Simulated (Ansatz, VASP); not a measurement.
**One calculation of Te, two programs**

File INCAR:

```
SYSTEM = Te
PREC = Accurate ; ENCUT = 520
EDIFF = 1E-7 ; ISMEAR = -1
SIGMA = 0.1 ; LREAL = .FALSE.
LASPH = .TRUE. ; NELM = 80
ALGO = Normal ; ISIF = 2
LWAVE = .FALSE. ; LCHARG = .TRUE.
GGA = CA ; LELF = .TRUE.
LVHAR = .TRUE. ; NBANDS = 13
```

The input KPOINTS:

```
regular mesh
0
G
  11 11 8
  0 0 0
```

POSCAR

```
Te
1.0
    3.7262106960      0.0000000000      0.0000000000
   -1.8631053480      3.2269931226      0.0000000000
    0.0000000000      0.0000000000      4.2195934569
Te
2
Direct
    0.3333333333      0.6666666667      0.2500000000
    0.6666666667      0.3333333333      0.7500000000
```

Input for Ansatz:

```yaml
crystal:
  lattice:
    - [3.726210696, 0.0, 0.0]
    - [-1.863105348, 3.2269931226, 0.0]
    - [0.0, 0.0, 4.2195934569]
  atoms:
    - { symbol: Te, position: [0.3333333333, 0.6666666667, 0.25] }
    - { symbol: Te, position: [0.6666666667, 0.3333333333, 0.75] }
hamiltonian:
  xc: lda
  pseudopotentials:
    kind: paw
    azcp:
      Te: "pseudopotentials/Te.paw.azcp"
basis:
  ecutwfc: 420
  fft_grid_basis: typed
kpoints:
  mp_grid: { grid: [11, 11, 8], shift: [0, 0, 0] }
magnetization:
  spin_polarized: false
scf:
  occupations: { method: fermi_dirac, width: 0.1 }
  lower_state_search: "off"
output:
  stress: true
```

Alike in both runs: task single point; functional LDA; k mesh 11 × 11 × 8; occupations fermi-dirac, width 0.1 eV; no spin polarisation.

```csv
,VASP,Ansatz
version,VASP 6.6.1,Ansatz 0.2.0
potentials or method,"VASP PAW LDA potentials, release 64 (Te), cutoff 520 eV","plane waves (420 eV) with PAW, scalar-relativistic"
valence electrons in the cell,12,32
```

|  | VASP | Ansatz | Ansatz less VASP |
| --- | --- | --- | --- |
| pressure (GPa) | 10.8 | 10.6 | -0.20 |
| traceless stress, the component that is largest in VASP (GPa) | 3.79 | 3.62 | -0.171 |

Ansatz warns that its potentials were made for another functional, while VASP's fit it. LDA's correlation is that of Perdew and Zunger in VASP and of Perdew and Wang (1992) in Ansatz. VASP's potentials hold 12 valence electrons a cell and Ansatz's 32, so a difference there can come from the potentials and not from the codes.

Spin-orbit coupling is off throughout.
